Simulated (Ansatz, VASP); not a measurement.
## BN: VASP beside Ansatz

Contents of INCAR:

```
SYSTEM = BN
PREC     = Accurate       ! precision mode
ENCUT    = 520            ! plane-wave cutoff, eV
EDIFF    = 1E-6           ! SCF threshold, eV
ISMEAR   = 0              ! smearing method
SIGMA    = 0.011          ! smearing width, eV
LREAL    = .FALSE.        ! projectors in reciprocal space
LASPH    = .TRUE.         ! aspherical terms in the spheres
NELM     = 100            ! most SCF steps
ALGO     = Normal         ! electronic algorithm
ISIF     = 2              ! what is computed and relaxed
LWAVE    = .FALSE.        ! write WAVECAR
LCHARG   = .FALSE.        ! write CHGCAR
GGA      = PE             ! functional
NBANDS   = 16             ! bands
```

File KPOINTS:

```
Automatic mesh
0
G
  12 12 4
  0 0 0
```

POSCAR

```
BN
1.0
    2.4982400000      0.0000000000      0.0000000000
   -1.2491200000      2.1635393048      0.0000000000
    0.0000000000      0.0000000000      6.6357000000
N B
2 2
Direct
    0.6666666667      0.3333333333      0.2500000000
    0.3333333333      0.6666666667      0.7500000000
    0.6666666667      0.3333333333      0.7500000000
    0.3333333333      0.6666666667      0.2500000000
```

Contents of input.yaml:

```yaml
crystal:
  lattice:
    - [2.49824, 0.0, 0.0]
    - [-1.24912, 2.1635393048, 0.0]
    - [0.0, 0.0, 6.6357]
  atoms:
    - { symbol: "N", position: [0.6666666667, 0.3333333333, 0.25] }
    - { symbol: "N", position: [0.3333333333, 0.6666666667, 0.75] }
    - { symbol: B, position: [0.6666666667, 0.3333333333, 0.75] }
    - { symbol: B, position: [0.3333333333, 0.6666666667, 0.25] }
hamiltonian:
  xc: pbe
  pseudopotentials: { kind: paw }
kpoints:
  mp_grid: { grid: [12, 12, 4] }
scf:
  occupations: { method: gaussian, width: 0.011 }
output:
  forces: true
  stress: true
  eigenvalues: true
```

Alike in both runs: task single point; functional PBE; k mesh 12 × 12 × 4; occupations gaussian, width 0.011 eV; no spin polarisation.

|  | VASP | Ansatz |
| --- | --- | --- |
| version | VASP 6.6.1 | Ansatz 0.2.0 |
| potentials or method | VASP PAW PBE potentials, release 64 (N, B) | Ansatz PAW |
| plane-wave cutoff (eV) | 520 | 420 |
| valence electrons in the cell | 16 | 16 |

|  | VASP | Ansatz | Ansatz less VASP |
| --- | --- | --- | --- |
| gap on the k mesh at the Fermi level (eV) | 4.29 | 4.29 | +0.008 |
| least direct gap on the mesh (eV) | 4.66 | 4.66 | +0.003 |
| pressure (GPa) | 5.2 | 5.1 | -0.08 |
| traceless stress, the component that is largest in VASP (GPa) | -2.29 | -2.09 | +0.205 |

The functional is the same, so the differences come from potentials, cutoffs and numerics.
